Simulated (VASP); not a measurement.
Set up this calculation in VASP 6.6.1, as the native input.

* Task: relaxation of cell and atoms
* Functional: PBE
* Potentials or basis: VASP PAW PBE potentials, release 64 (B, N)
* Cutoff: 600 eV
* k mesh: 12 × 12 × 4
* Occupations: gaussian, width 0.01 eV
* Spin: no spin polarisation
* Dipole correction: no
* Further INCAR settings: ALGO = Normal; EDIFF = 1e-06; IBRION = 2; EDIFFG = -0.001; NSW = 80; ISIF = 3

The structure of BN lies in POSCAR:

```
BN
1.0
    2.5585553649      0.0000000000      0.0000000000
   -1.2792776824      2.2157739430      0.0000000000
    0.0000000000      0.0000000000      8.4091843599
B N
4 4
Direct
    0.0000000000      0.0000000000      0.0933732173
    0.0000000000      0.0000000000      0.5933732173
    0.3333333333      0.6666666667      0.3440583362
    0.6666666667      0.3333333333      0.8440583362
    0.0000000000      0.0000000000      0.4067451358
    0.0000000000      0.0000000000      0.9067451358
    0.3333333333      0.6666666667      0.1558233107
    0.6666666667      0.3333333333      0.6558233107
```

These files were run (other wordings do the same):

INCAR

```
SYSTEM = BN
ALGO     = Normal         ! electronic algorithm
EDIFF    = 1E-6           ! SCF threshold, eV
EDIFFG   = -0.001         ! ionic threshold
ENCUT    = 600            ! plane-wave cutoff, eV
GGA      = PE             ! functional
IBRION   = 2              ! ionic algorithm
ISIF     = 3              ! what is computed and relaxed
ISMEAR   = 0              ! smearing method
LASPH    = .True.         ! aspherical terms in the spheres
LCHARG   = .False.        ! write CHGCAR
LREAL    = .False.        ! projectors in reciprocal space
LWAVE    = .False.        ! write WAVECAR
NELM     = 100            ! most SCF steps
NSW      = 80             ! ionic steps
PREC     = Accurate       ! precision mode
SIGMA    = 0.01           ! smearing width, eV
```

KPOINTS

```
k-points
0
Gamma
  12 12 4
  0 0 0
```

Potentials or basis: VASP PAW PBE potentials, release 64 (B, N).

Run with:

```console
$ cat potpaw_PBE.64/B/POTCAR potpaw_PBE.64/N/POTCAR > POTCAR
$ mpirun -np 1 vasp_std > vasp.out
```

Results of the run:

```yaml
Relaxed_volume: 5.96 Å³/atom
Relaxed_cell: a = 2.558 Å, b = 2.558 Å, c = 8.409 Å, α = 90.00°, β = 90.00°, γ = 120.00°
Space_group_after_relaxing_to_0.05_Å: P6_3mc (No. 186)
Energy_gained_by_relaxing: 0.0 meV/atom
Ionic_steps: 3
Pressure_after_relaxing: 0.0 GPa
Band_gap_on_the_k_mesh: 5.49 eV, indirect (least direct gap 7.50 eV)
```

Wall time 41 s on 1 thread of Intel(R) Xeon(R) 6975P-C (Granite Rapids) (shared host), peak memory 0.19 GiB.
